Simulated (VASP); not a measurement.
Here is a VASP 6.6.1 calculation.

The input POSCAR:

```
LaB3N4
1.0
    4.5124492546      0.0000000000     -0.0279558266
    0.0000000000      2.6682447274      0.0000000000
   -0.0310698383      0.0000000000      6.4144270876
B La N
3 1 4
Direct
    0.0510894574      0.0000000000      0.7636957699
   -0.1162179358      0.5000000000      0.1669419575
    0.5656316796      0.5000000000      0.8432917972
    0.4623269291      0.0000000000      0.3957827563
    0.7298331354      0.0000000000      0.7620474090
    0.5852960986      0.5000000000      0.0798774893
    0.2224220133      0.5000000000      0.7545900109
   -0.0003813776      0.0000000000      0.2337728098
```

INCAR.step1

```
SYSTEM = LaB3N4
ALGO     = Normal         ! electronic algorithm
EDIFF    = 1E-4           ! SCF threshold, eV
ENCUT    = 520            ! plane-wave cutoff, eV
GGA      = PE             ! functional
ISMEAR   = -1             ! smearing method
LASPH    = .True.         ! aspherical terms in the spheres
LCHARG   = .False.        ! write CHGCAR
LREAL    = .False.        ! projectors in reciprocal space
LWAVE    = .True.         ! write WAVECAR
NBANDS   = 30             ! bands
NELM     = 80             ! most SCF steps
PREC     = Accurate       ! precision mode
SIGMA    = 0.02           ! smearing width, eV
```

INCAR.step2

```
SYSTEM = LaB3N4
ALGO     = Normal         ! electronic algorithm
EDIFF    = 1E-6           ! SCF threshold, eV
ENCUT    = 520            ! plane-wave cutoff, eV
ISIF     = 2              ! what is computed and relaxed
ISMEAR   = -1             ! smearing method
ISTART   = 1            
LASPH    = .True.         ! aspherical terms in the spheres
LCHARG   = .False.        ! write CHGCAR
LMIXTAU  = .True.       
LREAL    = .False.        ! projectors in reciprocal space
LWAVE    = .False.        ! write WAVECAR
METAGGA  = R2SCAN         ! meta-GGA
NBANDS   = 30             ! bands
NELM     = 80             ! most SCF steps
PREC     = Accurate       ! precision mode
SIGMA    = 0.02           ! smearing width, eV
```

Contents of KPOINTS:

```
k-points
0
Gamma
  6 10 4
  0 0 0
```

Potentials or basis: VASP PAW PBE potentials, release 64 (B, La, N).

Run with:

```console
$ cat potpaw_PBE.64/B/POTCAR potpaw_PBE.64/La/POTCAR potpaw_PBE.64/N/POTCAR > POTCAR
$ cp INCAR.step1 INCAR
$ mpirun -np 1 vasp_std > vasp.out
$ cp INCAR.step2 INCAR
$ mpirun -np 1 vasp_std > vasp.out
```

Q: Estimate the band gap on the k mesh.

A: Zero (bands 20 and 21 overlap by 1.13 eV).

Q: What does it give for the pressure?

A: 0.1 GPa.

Stress tensor (GPa, compression positive):
```
 0.54  0.00  0.25
 0.00 -1.79  0.00
 0.25  0.00  1.41
```

Caveat: the PAW data sets were made with another functional, which shifts forces and pressure a little; spin-orbit coupling is left out, which moves the levels of the heavy elements.
